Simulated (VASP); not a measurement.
# NbP (I4_1md) in VASP: notebook

Aim: see how the results for NbP move with the level of theory and the settings. Levels: PBE, LDA, PBEsol. Tasks: single point.

All numbers are computed with VASP 6.6.1; they aren't measurements. Logs are shortened: lines on timing, memory, paths and dates and some standing lists are left out, and cuts for length are marked.

## (1) The cell of the first run

Symmetry: I4_1md, No. 109, tetragonal system. The conventional cell has a = 3.347 Å, b = 3.347 Å, c = 11.430 Å, α = 90.00°, β = 90.00°, γ = 90.00°. Within 3.4 Å of Nb (site symmetry 2mm) lie 6 P at 2.54 to 2.55 Å and 8 Nb at 3.31 to 3.35 Å. Within 3.4 Å of P (site symmetry 2mm) lie 6 Nb at 2.54 to 2.55 Å and 8 P at 3.31 to 3.35 Å.

## (2) Single point, PBE

INCAR

```
PREC = Accurate
ENCUT = 520
EDIFF = 1E-6
ISMEAR = -1
SIGMA = 0.05
LREAL = False
LASPH = True
NELM = 100
ALGO = Normal
ISIF = 2
LWAVE = False
LCHARG = False
GGA = PE
NBANDS = 26
```

KPOINTS

```
Automatic mesh
0
Gamma
  11 11 11
```

POSCAR

```
NbP
1.0
   -1.6735036904      1.6735036904      5.7149855748
    1.6735036904     -1.6735036904      5.7149855748
    1.6735036904      1.6735036904     -5.7149855748
Nb P
2 2
Direct
    0.2500348958      0.7500348958      0.5000000000
    0.5000348958      0.5000348958      0.0000000000
    0.8325936742      0.3325936742      0.5000000000
    0.0825936742      0.0825936742      0.0000000000
```

Potentials or basis: VASP PAW PBE potentials, release 64 (Nb_sv, P).

The run is started by

```console
> cat potpaw_PBE.64/Nb_sv/POTCAR potpaw_PBE.64/P/POTCAR > POTCAR
> mpirun -np 1 vasp_std > vasp.out
```

OUTCAR:

```text
PREC = Accurate
   ENCUT = 520
   EDIFF = 1E-6
   ISMEAR = -1
   LREAL = False
   LASPH = True
   NELM = 100
   ISIF = 2
   GGA = PE

 ion  position               nearest neighbor table
   1  0.250  0.750  0.500-   4 2.54   4 2.54   3 2.55   3 2.55   3 2.55   3 2.55
   2  0.500  0.500  0.000-   3 2.54   3 2.54   4 2.55   4 2.55   4 2.55   4 2.55
   3  0.833  0.333  0.500-   2 2.54   2 2.54   1 2.55   1 2.55   1 2.55   1 2.55
   4  0.083  0.083  0.000-   1 2.54   1 2.54   2 2.55   2 2.55   2 2.55   2 2.55

  LATTYP: Found a body centered tetragonal cell.
 ALAT       =     3.3470073808
 C/A-ratio  =     3.4149823556

  Lattice vectors:

 A1 = (  -1.6735036904,   1.6735036904,   5.7149855748)
 A2 = (   1.6735036904,  -1.6735036904,   5.7149855748)
 A3 = (   1.6735036904,   1.6735036904,  -5.7149855748)

Analysis of symmetry for initial positions (statically):
=====================================================================
 Subroutine PRICEL returns:
 Original cell was already a primitive cell.

 Routine SETGRP: Setting up the symmetry group for a
 body centered tetragonal supercell.

 Subroutine GETGRP returns: Found  8 space group operations
 (whereof  4 operations were pure point group operations)
 out of a pool of 16 trial point group operations.

The static configuration has the point symmetry C_2v.
 The point group associated with its full space group is C_4v.

Analysis of symmetry for dynamics (positions and initial velocities):
=====================================================================
 Subroutine PRICEL returns:
 Original cell was already a primitive cell.

 Routine SETGRP: Setting up the symmetry group for a
 body centered tetragonal supercell.

 Subroutine GETGRP returns: Found  8 space group operations
 (whereof  4 operations were pure point group operations)
 out of a pool of 16 trial point group operations.

The dynamic configuration has the point symmetry C_2v.
 The point group associated with its full space group is C_4v.

 Subroutine INISYM returns: Found  8 space group operations
 (whereof  4 operations are pure point group operations),
 and found     1 'primitive' translations

----------------------------------------------------------------------------------------

                                     Primitive cell

  volume of cell :      64.0219

  direct lattice vectors                    reciprocal lattice vectors
    -1.673503690  1.673503690  5.714985575     0.000000000  0.298774364  0.087489285
     1.673503690 -1.673503690  5.714985575     0.298774364  0.000000000  0.087489285
     1.673503690  1.673503690 -5.714985575     0.298774364  0.298774364  0.000000000

  length of vectors
     6.185651892  6.185651892  6.185651892     0.311320567  0.311320567  0.422530757

  position of ions in fractional coordinates (direct lattice)
     0.250034896  0.750034896  0.500000000
     0.500034896  0.500034896  0.000000000
     0.832593674  0.332593674  0.500000000
     0.082593674  0.082593674  0.000000000

  ion indices of the primitive-cell ions
   primitive index   ion index
                 1           1
                 2           2
                 3           3
                 4           4

----------------------------------------------------------------------------------------

 KPOINTS: Automatic mesh

Automatic generation of k-mesh.
 Grid dimensions read from file:
 generate k-points for:   11   11   11

 Generating k-lattice:

  Cartesian coordinates                     Fractional coordinates (reciprocal lattice)
     0.000000000  0.027161306  0.007953571     0.090909091 -0.000000000  0.000000000
     0.027161306  0.000000000  0.007953571    -0.000000000  0.090909091  0.000000000
     0.027161306  0.027161306  0.000000000     0.000000000  0.000000000  0.090909091

  Length of vectors
     0.028301870  0.028301870  0.038411887

  Shift w.r.t. Gamma in fractional coordinates (k-lattice)
     0.000000000  0.000000000  0.000000000

 Subroutine IBZKPT returns following result:
 ===========================================

 Found    126 irreducible k-points:

 Following reciprocal coordinates:
            Coordinates               Weight
  0.000000  0.000000  0.000000      1.000000
  0.090909  0.000000 -0.000000      8.000000
  0.181818 -0.000000  0.000000      8.000000
  0.272727 -0.000000  0.000000      8.000000
  0.363636  0.000000 -0.000000      8.000000
  0.454545  0.000000 -0.000000      8.000000
[... 16 lines left out ...]
 -0.272727  0.181818 -0.000000     16.000000
 -0.181818  0.181818  0.000000      4.000000
 [... further k-points ...]
   k-points           NKPTS =    126   k-points in BZ     NKDIM =    126   number of bands    NBANDS=     26
   number of dos      NEDOS =    301   number of ions     NIONS =      4
   total plane-waves  NPLWV = 110592
   dimension x,y,z NGX =    48 NGY =   48 NGZ =   48
   dimension x,y,z NGXF=    96 NGYF=   96 NGZF=   96
   ions per type =               2   2
   NGX,Y,Z   is equivalent  to a cutoff of  12.90, 12.90, 12.90 a.u.
   NGXF,Y,Z  is equivalent  to a cutoff of  25.80, 25.80, 25.80 a.u.
 SYSTEM =  unknown system
   PREC   = accura    normal or accurate (medium, high low for compatibility)
   ISTART =      0    job   : 0-new  1-cont  2-samecut
   ICHARG =      2    charge: 1-file 2-atom 10-const
   ISPIN  =      1    spin polarized calculation?
   LNONCOLLINEAR =      F non collinear calculations
   LSORBIT =      F    spin-orbit coupling
   LASPH  =      T    aspherical Exc in radial PAW
   ENCUT  =  520.0 eV  38.22 Ry    6.18 a.u.  11.50 11.50 11.50*2*pi/ulx,y,z
   NELM   =    100;   NELMIN=  2; NELMDL= -5     # of ELM steps
   EDIFF  = 0.1E-05   stopping-criterion for ELM
   LREAL  =      F    real-space projection
   EDIFFG = 0.1E-04   stopping-criterion for IOM
   NSW    =      0    number of steps for IOM
   IBRION =     -1    ionic relax: 0-MD 1-quasi-New 2-CG
   NFREE  =      0    steps in history (QN), initial steepest desc. (CG)
   ISIF   =      2    stress and relaxation
   ISYM   =      2    0-nonsym 1-usesym 2-fastsym
   POTIM  = 0.5000    time-step for ionic-motion
   TEBEG  =    0.0;   TEEND  =   0.0 temperature during run
   PSTRESS=    0.0 pullay stress
   NELECT =      36.0000    total number of electrons
   NUPDOWN=      -1.0000    fix difference up-down
   EMIN   =  10.00;   EMAX   =-10.00  energy-range for DOS
   EFERMI =   0.00;   METHOD = LEGACY
   ISMEAR =    -1;   SIGMA  =   0.05  broadening in eV -4-tet -1-fermi 0-gaus
   EFERMI_NEDOS =   21; number of points for ismear=-14 and -15
   IALGO  =     38    algorithm
   IMIX   =      4    mixing-type and parameters
     AMIX     =   0.40;   BMIX     =  1.00
     AMIX_MAG =   1.60;   BMIX_MAG =  1.00
  volume/ion in A,a.u.               =      16.01       108.01
  Fermi-wavevector in a.u.,A,eV,Ry     =   1.351241  2.553475 24.842231  1.825852
  Thomas-Fermi vector in A             =   2.478679
   LORBIT       =      0    0 simple, 1 ext, 2 COOP (PROOUT), +10 PAW based schemes
   GGA     = PE    functional components
   LHFCALC =     F    Hartree Fock is set to
   AEXX    =    0.0000 exact exchange contribution
   IVDW    =     0    specifies the selected vdW correction
   LEPSILON=     F    determine dielectric tensor
   LRPA    =     F    only Hartree local field effects (RPA)
 non-spin polarized calculation
  energy-cutoff  :      520.00
  volume of cell :       64.02
 maximum number of plane-waves:      1741
 NGX is ok and might be reduce to    48
   NGX = 23   NGY = 23   NGZ = 23

 number of electron      36.0000000 magnetization

 Free energy of the ion-electron system (eV)
  ---------------------------------------------------
  ext. energy  EPLUGINS =         0.00000000
  ---------------------------------------------------
  free energy    TOTEN  =       -35.31830585 eV

  energy without entropy =      -35.31285620  energy(sigma->0) =      -35.31558103

 E-fermi :  10.6415     XC(G=0): -12.0185

 val. band max:       10.6387101344   @ k =  -0.0909   0.4545   0.0909
 cond. band min:      10.6806109195   @ k =  -0.0909  -0.4545   0.0909
 fundamental gap:      0.0419007851
 Fermi energy:        10.6414916665

 k-point     1 :       0.0000    0.0000    0.0000
  band No.  band energies     occupation
      1     -44.2918      2.00000
      2     -44.2532      2.00000
      3     -20.5591      2.00000
      4     -20.3562      2.00000
      5     -20.3562      2.00000
      6     -20.2121      2.00000
[... 18 lines left out ...]
     25      14.7241      0.00000
     26      14.7241      0.00000

 k-point     2 :       0.0909    0.0000   -0.0000
  band No.  band energies     occupation
      1     -44.2898      2.00000
      2     -44.2524      2.00000
      3     -20.5515      2.00000
      4     -20.3783      2.00000
      5     -20.3544      2.00000
      6     -20.2342      2.00000
[... 18 lines left out ...]
     25      14.7574      0.00000
     26      15.1154      0.00000

 k-point     3 :       0.1818   -0.0000    0.0000
  band No.  band energies     occupation
      1     -44.2843      2.00000
      2     -44.2505      2.00000
      3     -20.5340      2.00000
      4     -20.4334      2.00000
      5     -20.3497      2.00000
      6     -20.2888      2.00000
[... 18 lines left out ...]
     25      15.1746      0.00000
     26      15.9461      0.00000

 k-point     4 :       0.2727   -0.0000    0.0000
  band No.  band energies     occupation
      1     -44.2770      2.00000
      2     -44.2481      2.00000
      3     -20.5458      2.00000
      4     -20.4704      2.00000
      5     -20.3534      2.00000
      6     -20.3435      2.00000
[... 18 lines left out ...]
     25      15.4083      0.00000
     26      16.6951      0.00000
[... 496 lines left out ...]
      1     -44.2646      2.00000
      2     -44.2417      2.00000
      3     -20.5915      2.00000
      4     -20.4629      2.00000
      5     -20.4123      2.00000
      6     -20.3844      2.00000
[... 18 lines left out ...]
     25      15.2774      0.00000
     26      16.9027      0.00000

 k-point    23 :      -0.2727    0.1818   -0.0000
  band No.  band energies     occupation
      1     -44.2716      2.00000
      2     -44.2435      2.00000
      3     -20.5338      2.00000
      4     -20.4695      2.00000
      5     -20.4108      2.00000
      6     -20.3474      2.00000
[... 18 lines left out ...]
     25      15.3375      0.00000
     26      16.4682      0.00000

 k-point    24 :      -0.1818    0.1818    0.0000
  band No.  band energies     occupation
      1     -44.2784      2.00000
      2     -44.2463      2.00000
      3     -20.5220      2.00000
      4     -20.4372      2.00000
      5     -20.4118      2.00000
      6     -20.2884      2.00000
[... 18 lines left out ...]
     25      14.8338      0.00000
     26      16.0632      0.00000

 [... further k-points ...]

------------------------ aborting loop because EDIFF is reached ----------------------------------------

  FORCE on cell =-STRESS in cart. coord.  units (eV):
  Direction    XX          YY          ZZ          XY          YZ          ZX
  --------------------------------------------------------------------------------------
  -------------------------------------------------------------------------------------
  Total       -0.1634144     -0.1634144     -0.1573749      0.0000000      0.0000000      0.0000000
  in kB       -4.0895198     -4.0895198     -3.9383787      0.0000000      0.0000000      0.0000000
  external PRESSURE =      -4.0391394 kB  Pullay stress =       0.0000000 kB

 VOLUME and BASIS-vectors are now :
 -----------------------------------------------------------------------------
  energy-cutoff  :      520.00
  volume of cell :       64.02
      direct lattice vectors                 reciprocal lattice vectors
    -1.673503690  1.673503690  5.714985575     0.000000000  0.298774364  0.087489285
     1.673503690 -1.673503690  5.714985575     0.298774364  0.000000000  0.087489285
     1.673503690  1.673503690 -5.714985575     0.298774364  0.298774364  0.000000000

 POSITION                                       TOTAL-FORCE (eV/Angst)
 -----------------------------------------------------------------------------------
      1.67350      0.00000      2.85789         0.000000     -0.000000     -0.001631
      0.00000      0.00000      5.71538        -0.000000      0.000000     -0.001631
      0.00000      1.67350      3.80154        -0.000000      0.000000      0.001631
      0.00000      0.00000      0.94404         0.000000     -0.000000      0.001631
 -----------------------------------------------------------------------------------
    total drift:                                0.000000      0.000000      0.000277

  FREE ENERGIE OF THE ION-ELECTRON SYSTEM (eV)
  ---------------------------------------------------
  free  energy   TOTEN  =       -35.3183058510 eV

  energy  without entropy=      -35.3128561995  energy(sigma->0) =      -35.31558103
```

It took 6.5 min on 1 thread of Intel Xeon Platinum 8375C at 2.90GHz (Ice Lake), shared host; peak memory 0.43 GiB.

Results:

```yaml
Free_energy: -35.3183 eV
Pressure: -0.4 GPa
```

## (3) Single point, LDA

This run uses another cell than the first one, of 16.10 Å³/atom, 1.006 times its volume.

INCAR

```
SYSTEM = NbP
ALGO = Normal
EDIFF = 1E-6
ENCUT = 520
ISIF = 2
ISMEAR = -1
LASPH = .True.
LCHARG = .False.
LREAL = .False.
LWAVE = .False.
NBANDS = 26
NELM = 60
PREC = Accurate
SIGMA = 0.05
```

KPOINTS

```
k-points
0
Gamma
  11 11 11
  0 0 0
```

POSCAR

```
NbP
1.0
   -1.6749232544      1.6749232544      5.7401081759
    1.6749232544     -1.6749232544      5.7401081759
    1.6749232544      1.6749232544     -5.7401081759
Nb P
2 2
Direct
    0.2498808000      0.7498808000      0.5000000000
    0.4998808000      0.4998808000      0.0000000000
    0.8327477700      0.3327477700      0.5000000000
    0.0827477700      0.0827477700      0.0000000000
```

Potentials or basis: VASP PAW LDA potentials, release 64 (Nb_sv, P).

The run is started by

```console
> cat potpaw_LDA.64/Nb_sv/POTCAR potpaw_LDA.64/P/POTCAR > POTCAR
> mpirun -np 1 vasp_std > vasp.out
```

Wall time 16 min (1 thread of AMD EPYC 7R13, shared host); peak memory 0.34 GiB.

It converged, with:

* Free energy: -38.9385 eV
* Pressure: -9.5 GPa
* Largest force: 0.015 eV/Å
* Band gap on the k mesh: zero (filled and empty bands touch)

Forces in eV/Å, atoms in the order of the input:
```
Nb   0.000  0.000  0.015
Nb   0.000  0.000  0.015
P    0.000  0.000 -0.015
P    0.000  0.000 -0.015
```

Stress tensor (GPa, compression positive):
```
-9.53  0.00  0.00
 0.00 -9.53  0.00
 0.00  0.00 -9.33
```

Levels at points of the mesh, in eV from the Fermi level:
```tsv
k point	band 14	band 15	band 16	band 17	band 18	band 19	band 20	band 21	band 22	band 23
(0.00, 0.00, 0.00)	-2.21	-2.13	-1.71	-1.33	-1.33	0.83	1.59	2.64	3.14	3.14
```

## (4) Single point, PBEsol

This run uses another cell than the first one, of 15.14 Å³/atom, 0.946 times its volume.

INCAR

```
PREC = Accurate ; ENCUT = 520
EDIFF = 1E-6 ; ISMEAR = -1
SIGMA = 0.05 ; LREAL = False
LASPH = True ; NELM = 80
ALGO = Normal ; ISIF = 2
LWAVE = False ; LCHARG = False
GGA = PS ; NBANDS = 26
```

KPOINTS

```
regular mesh
0
Gamma
  11 11 11
```

POSCAR

```
NbP
1.0
   -1.6407315532      1.6407315532      5.6229302316
    1.6407315532     -1.6407315532      5.6229302316
    1.6407315532      1.6407315532     -5.6229302316
Nb P
2 2
Direct
    0.2498808000      0.7498808000      0.5000000000
    0.4998808000      0.4998808000      0.0000000000
    0.8327477700      0.3327477700      0.5000000000
    0.0827477700      0.0827477700      0.0000000000
```

Potentials or basis: VASP PAW PBE potentials, release 64 (Nb_sv, P).

The run is started by

```console
> cat potpaw_PBE.64/Nb_sv/POTCAR potpaw_PBE.64/P/POTCAR > POTCAR
> mpirun -np 1 vasp_std > vasp.out
```

It took 6.5 min on 1 thread of Intel Xeon Platinum 8259CL at 2.50GHz (Skylake/Cascade Lake), shared host; peak memory 0.42 GiB.

It converged, with:

- Free energy: -37.8050 eV
- Pressure: 5.9 GPa
- Largest force: 0.041 eV/Å
- Band gap on the k mesh: zero (band 18 reaches 11.32 eV, above the bottom of band 19 at 11.31 eV)

Forces on the atoms (eV/Å):
```
Nb   0.000  0.000  0.041
Nb   0.000  0.000  0.041
P    0.000  0.000 -0.041
P    0.000  0.000 -0.041
```

Stress tensor (GPa, compression positive):
```
6.68 0.00 0.00
0.00 6.68 0.00
0.00 0.00 4.44
```

Levels at points of the mesh, in eV from the Fermi level:
| k point | band 16 | band 17 | band 18 | band 19 | band 20 | band 21 |
| --- | --- | --- | --- | --- | --- | --- |
| (0.00, 0.00, 0.00) | -1.88 | -1.36 | -1.36 | 0.90 | 1.75 | 2.85 |

Caveat: the PAW data sets were made with another functional, which shifts forces and pressure a little.

## (5) The runs side by side

```tsv
level	potentials or basis	cell	gap on the mesh (eV)	pressure (GPa)	largest force (eV/Å)
PBE	VASP PAW PBE potentials, release 64 (Nb_sv, P)	a = 6.186 Å, angles 148.6, 148.6, 45.0°, 4 atoms	-	-0.4	-
LDA	VASP PAW LDA potentials, release 64 (Nb_sv, P)	a = 6.210 Å, angles 148.7, 148.7, 44.8°, 4 atoms	none	-9.5	0.02
PBEsol	VASP PAW PBE potentials, release 64 (Nb_sv, P)	a = 6.083 Å, angles 148.7, 148.7, 44.8°, 4 atoms	none	5.9	0.04
```

Alike in all rows: task single point; no spin polarisation; k mesh 11 × 11 × 11; cutoff (eV) 520; smearing fermi-dirac 0.05 eV.

Caveats: the PAW data sets were made with another functional, which shifts forces and pressure a little (some runs).

Absolute energies hang on the potentials; compare differences alone.
